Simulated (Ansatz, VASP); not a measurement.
**Two plane-wave programs on W**

The input INCAR:

```
  ALGO = Normal
  EDIFF = 1E-6
  ENCUT = 500
  GGA_COMPAT = False
  ISIF = 2
  ISMEAR = 0
  LASPH = True
  LCHARG = False
  LREAL = False
  LWAVE = False
  NBANDS = 21
  NELM = 120
  PREC = Accurate
  SIGMA = 0.15
```

Contents of KPOINTS:

```
k-points
0
Gamma
  16 16 12
```

File POSCAR:

```
W
1.0
    0.0000000000     -1.9864787844     -1.9864787844
    0.0000000000      1.9864787844     -1.9864787844
    3.9729575688      0.0000000000      0.0000000000
W
2
Direct
    0.5508437345      0.4491562655      0.4863074299
   -0.0508437345      0.0508437345      0.0136925701
```

Input for Ansatz:

```yaml
crystal:
  lattice:
    - [0.0, -1.9864787844, -1.9864787844]
    - [0.0, 1.9864787844, -1.9864787844]
    - [3.9729575688, 0.0, 0.0]
  atoms:
    - { symbol: W, position: [0.5508437345, 0.4491562655, 0.4863074299] }
    - { symbol: W, position: [-0.0508437345, 0.0508437345, 0.0136925701] }
basis:
  ecutwfc: 420
kpoints:
  mp_grid: { grid: [16, 16, 12] }
hamiltonian:
  xc: lda
  pseudopotentials: { kind: paw, azcp: { folder: soft_1 } }
scf:
  occupations: { method: gaussian, width: 0.15 }
output:
  forces: true
  stress: true
  eigenvalues: true
```

Change from the starting cell: mode 4 frozen in at -0.202 Å and mode 6 at -0.054 Å (largest displacements).

Alike in both runs: task single point; functional LDA; k mesh 16 × 16 × 12; occupations gaussian, width 0.15 eV; no spin polarisation.

```csv
,VASP,Ansatz
version,VASP 6.6.1,Ansatz 0.2.0
potentials or method,"VASP PAW LDA potentials, release 64 (W_sv), cutoff 500 eV","scalar-relativistic, plane waves, PAW"
valence electrons in the cell,28,28
```

|  | VASP | Ansatz | Ansatz less VASP |
| --- | --- | --- | --- |
| gap on the k mesh at the Fermi level (eV) | none | none | - |
| pressure (GPa) | 13.4 | 11.5 | -1.93 |
| traceless stress, the component that is largest in VASP (GPa) | -6.95 | -7.00 | -0.051 |
| rms of the force components (eV/Å) | 1.257 | 1.201 | -0.0559 |

Ansatz warns that its potentials were made for another functional, while VASP's fit it. LDA's correlation is that of Perdew and Zunger in VASP and of Perdew and Wang (1992) in Ansatz. Atom by atom the forces differ by 0.056 eV/Å (rms over components). A gap of «none» marks a metal or a gap that the smearing closes.

Spin-orbit coupling is off throughout.
